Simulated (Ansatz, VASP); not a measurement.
One calculation of BN, two programs

The input POSCAR:

```
BN
1.0
    2.5005826604      0.0000000000      0.0000000000
   -1.2502913302      2.1655681082      0.0000000000
    0.0000000000      0.0000000000      6.5236386365
B N
2 2
Direct
    0.3333333333      0.6666666667      0.2500000000
    0.6666666667      0.3333333333      0.7500000000
    0.3333333333      0.6666666667      0.7500000000
    0.6666666667      0.3333333333      0.2500000000
```

File INCAR.step1:

```
SYSTEM = BN
  PREC = Accurate
  ENCUT = 520
  ISMEAR = 0
  SIGMA = 0.01
  LREAL = .False.
  LASPH = .True.
  NELM = 100
  NBANDS = 16
  GGA = PE
  ALGO = Normal
  EDIFF = 1E-4
  LWAVE = .True.
  LCHARG = .False.
```

The input INCAR.step2:

```
SYSTEM = BN
  PREC = Accurate
  ENCUT = 520
  EDIFF = 1E-7
  ISMEAR = 0
  SIGMA = 0.01
  LREAL = .False.
  LASPH = .True.
  NELM = 100
  ALGO = Normal
  ISIF = 2
  LWAVE = .False.
  LCHARG = .True.
  METAGGA = R2SCAN
  LMIXTAU = .True.
  LELF = .True.
  LVHAR = .True.
  NBANDS = 16
  ISTART = 1
```

KPOINTS

```
regular mesh
0
Gamma
  12 12 4
  0 0 0
```

Input for Ansatz:

```yaml
crystal:
  lattice:
    - [2.5005826604, 0.0, 0.0]
    - [-1.2502913302, 2.1655681082, 0.0]
    - [0.0, 0.0, 6.5236386365]
  atoms:
    - { symbol: B, position: [0.3333333333, 0.6666666667, 0.25] }
    - { symbol: B, position: [0.6666666667, 0.3333333333, 0.75] }
    - { symbol: "N", position: [0.3333333333, 0.6666666667, 0.75] }
    - { symbol: "N", position: [0.6666666667, 0.3333333333, 0.25] }
kpoints:
  mp_grid: { grid: [12, 12, 4] }
  band_path:
    path:
      - [0.0, 0.0, 0.0]
      - [0.5, 0.0, 0.0]
      - [0.3333333333, 0.3333333333, 0.0]
      - [0.0, 0.0, 0.5]
      - [0.5, 0.0, 0.5]
      - [0.3333333333, 0.3333333333, 0.5]
      - [0.3, 0.3, 0.0]
    npoints: 1
hamiltonian:
  xc: r2scan
scf:
  occupations: { method: fixed }
  n_extra_bands: 5
output:
  forces: true
  stress: true
  eigenvalues: true
```

Alike in both runs: task single point; functional r2SCAN; k mesh 12 × 12 × 4; no spin polarisation.

```csv
,VASP,Ansatz
version,VASP 6.6.1,Ansatz 0.2.0
potentials or method,"VASP PAW PBE potentials, release 64 (B, N)","plane waves, PAW"
plane-wave cutoff (eV),520,500
occupations,"gaussian, width 0.01 eV",fixed
valence electrons in the cell,16,16
```

Ansatz gave:

```
gap on the k mesh at the Fermi level (eV)                     : 4.81
pressure (GPa)                                                : 0.6
traceless stress, the component that is largest in VASP (GPa) : 0.93
```

Question: Which values does VASP return?

Answer: gap on the k mesh at the Fermi level (eV): 4.84; pressure (GPa): 1.0; traceless stress, the component that is largest in VASP (GPa): 0.24.

VASP's potentials were made for PBE, not for r2SCAN.
